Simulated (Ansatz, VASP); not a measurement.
## AlN in VASP and in Ansatz

```
Al N
1.0
    -1.65675    2.86957    0.00000
     0.00000    0.00000    4.18746
     4.97025    2.86957    0.00000
Al N
4 4
Direct
  0.67485 0.75000 0.12355
  0.00000 0.75000 0.66667
  0.00000 0.25000 0.33333
  0.50000 0.25000 0.83333
  0.50000 0.25000 0.16667
  0.00000 0.25000 0.66667
  0.00000 0.75000 0.33333
  0.50000 0.75000 0.83333
```

Alike in both runs: task single point; functional PBE; k mesh 8 × 6 × 4; occupations gaussian, width 0.05 eV; no spin polarisation.

```csv
,VASP,Ansatz
version,VASP 6.6.1,Ansatz 0.2.0
potentials or method,"VASP PAW PBE potentials, release 64 (Al, N), cutoff 520 eV","scalar-relativistic, plane waves, PAW"
valence electrons in the cell,32,32
```

|  | VASP | Ansatz | Ansatz less VASP |
| --- | --- | --- | --- |
| gap on the k mesh at the Fermi level (eV) | 2.30 | 2.30 | -0.002 |
| least direct gap on the mesh (eV) | 2.30 | 2.30 | -0.002 |
| pressure (GPa) | 8.7 | 8.8 | +0.06 |
| traceless stress, the component that is largest in VASP (GPa) | 11.98 | 11.90 | -0.079 |
| rms of the force components (eV/Å) | 1.940 | 1.925 | -0.0155 |

Atom by atom the forces differ by 0.017 eV/Å (rms over components).
